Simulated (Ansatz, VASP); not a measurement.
LiF: VASP beside Ansatz

File POSCAR:

```
LiF
1.0
    3.0810519480      0.0000000000      0.0000000000
   -1.5405259740      2.6682692574      0.0000000000
    0.0000000000      0.0000000000      4.7852337859
Li F
2 2
Direct
    0.3333333333      0.6666666667      0.3824388605
    0.6666666667      0.3333333333      0.8824388605
    0.3333333333      0.6666666667      0.9925591395
    0.6666666667      0.3333333333      0.4925591395
```

File INCAR.step1:

```
SYSTEM = LiF
ALGO = Normal
EDIFF = 1E-4
ENCUT = 520
GGA = PE
ISMEAR = 0
LASPH = .TRUE.
LCHARG = .FALSE.
LREAL = .FALSE.
LWAVE = .TRUE.
NBANDS = 18
NELM = 60
PREC = Accurate
SIGMA = 0.01
```

INCAR.step2

```
SYSTEM = LiF
ALGO = Normal
EDIFF = 1E-6
ENCUT = 520
ISIF = 2
ISMEAR = 0
ISTART = 1
LASPH = .TRUE.
LCHARG = .FALSE.
LMIXTAU = .TRUE.
LREAL = .FALSE.
LWAVE = .FALSE.
METAGGA = R2SCAN
NBANDS = 18
NELM = 60
PREC = Accurate
SIGMA = 0.01
```

KPOINTS

```
k-points
0
G
  12 12 6
  0 0 0
```

Input for Ansatz:

```yaml
crystal:
  lattice:
    - [3.081051948, 0.0, 0.0]
    - [-1.540525974, 2.6682692574, 0.0]
    - [0.0, 0.0, 4.7852337859]
  atoms:
    - { symbol: Li, position: [0.3333333333, 0.6666666667, 0.3824388605] }
    - { symbol: Li, position: [0.6666666667, 0.3333333333, 0.8824388605] }
    - { symbol: F, position: [0.3333333333, 0.6666666667, 0.9925591395] }
    - { symbol: F, position: [0.6666666667, 0.3333333333, 0.4925591395] }
kpoints:
  mp_grid: { grid: [12, 12, 6] }
  band_path:
    path:
      - [0.0, 0.0, 0.0]
      - [0.5, 0.0, 0.0]
      - [0.3333333333, 0.3333333333, 0.0]
      - [0.0, 0.0, 0.5]
      - [0.5, 0.0, 0.5]
      - [0.3333333333, 0.3333333333, 0.5]
    npoints: 1
hamiltonian:
  xc: r2scan
scf:
  occupations: { method: fixed }
  n_extra_bands: 5
output:
  forces: true
  stress: true
  eigenvalues: true
```

Alike in both runs: task single point; functional r2SCAN; k mesh 12 × 12 × 6; no spin polarisation.

|  | VASP | Ansatz |
| --- | --- | --- |
| version | VASP 6.6.1 | Ansatz 0.2.0 |
| potentials or method | VASP PAW PBE potentials, release 64 (Li_sv, F) | plane waves, PAW |
| plane-wave cutoff (eV) | 520 | 500 |
| occupations | gaussian, width 0.01 eV | fixed |
| valence electrons in the cell | 20 | 20 |

```tsv
	VASP	Ansatz	Ansatz less VASP
gap on the k mesh at the Fermi level (eV)	8.68	8.58	-0.094
```

VASP's potentials were made for PBE, not for r2SCAN.

Noted on VASP's run: the cutoff is short for stress, so the pressure is rough.
